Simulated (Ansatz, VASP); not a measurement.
CdSe in VASP and in Ansatz

Contents of POSCAR:

```
CdSe
1.0
    0.0000000000      3.0677809654      3.0677809654
    3.0677809654      0.0000000000      3.0677809654
    3.0677809654      3.0677809654      0.0000000000
Cd Se
1 1
Direct
    0.0000000000      0.0000000000      0.0000000000
    0.2500000000      0.2500000000      0.2500000000
```

INCAR.step1

```
SYSTEM = CdSe
PREC = Accurate
ENCUT = 520
ISMEAR = 0
SIGMA = 0.01
LREAL = .FALSE.
LASPH = .TRUE.
NELM = 100
NBANDS = 16
GGA = PE
ALGO = Normal
EDIFF = 1E-4
LWAVE = .TRUE.
LCHARG = .FALSE.
```

INCAR.step2

```
SYSTEM = CdSe
PREC = Accurate
ENCUT = 520
EDIFF = 1E-6
ISMEAR = 0
SIGMA = 0.01
LREAL = .FALSE.
LASPH = .TRUE.
NELM = 100
ALGO = Normal
ISIF = 2
LWAVE = .FALSE.
LCHARG = .FALSE.
METAGGA = R2SCAN
LMIXTAU = .TRUE.
NBANDS = 16
ISTART = 1
```

The input KPOINTS:

```
Automatic mesh
0
G
  8 8 8
  0 0 0
```

Input for Ansatz:

```yaml
crystal:
  lattice:
    - [0.0, 3.0677809654, 3.0677809654]
    - [3.0677809654, 0.0, 3.0677809654]
    - [3.0677809654, 3.0677809654, 0.0]
  atoms:
    - { symbol: Cd, position: [0.0, 0.0, 0.0] }
    - { symbol: Se, position: [0.25, 0.25, 0.25] }
kpoints:
  mp_grid: { grid: [8, 8, 8] }
  band_path:
    path:
      - [0.0, 0.0, 0.0]
      - [-0.5, -0.5, 0.0]
      - [-0.375, -0.375, 0.25]
      - [-0.375, 0.0, 0.375]
      - [0.0, 0.0, 0.5]
      - [-0.5, -0.25, 0.25]
    npoints: 1
hamiltonian:
  xc: r2scan
scf:
  occupations: { method: fixed }
  n_extra_bands: 4
output:
  forces: true
  stress: true
  eigenvalues: true
```

Alike in both runs: task single point; functional r2SCAN; k mesh 8 × 8 × 8; no spin polarisation.

|  | VASP | Ansatz |
| --- | --- | --- |
| version | VASP 6.6.1 | Ansatz 0.2.0 |
| potentials or method | VASP PAW PBE potentials, release 64 (Cd, Se) | plane waves, PAW |
| plane-wave cutoff (eV) | 520 | 500 |
| occupations | gaussian, width 0.01 eV | fixed |
| valence electrons in the cell | 18 | 36 |

```csv
,VASP,Ansatz,Ansatz less VASP
gap on the k mesh at the Fermi level (eV),1.03,1.04,+0.010
pressure (GPa),0.2,-0.1,-0.24
```

VASP's potentials were made for PBE, not for r2SCAN. VASP's potentials hold 18 valence electrons a cell and Ansatz's 36, so a difference there can come from the potentials and not from the codes.
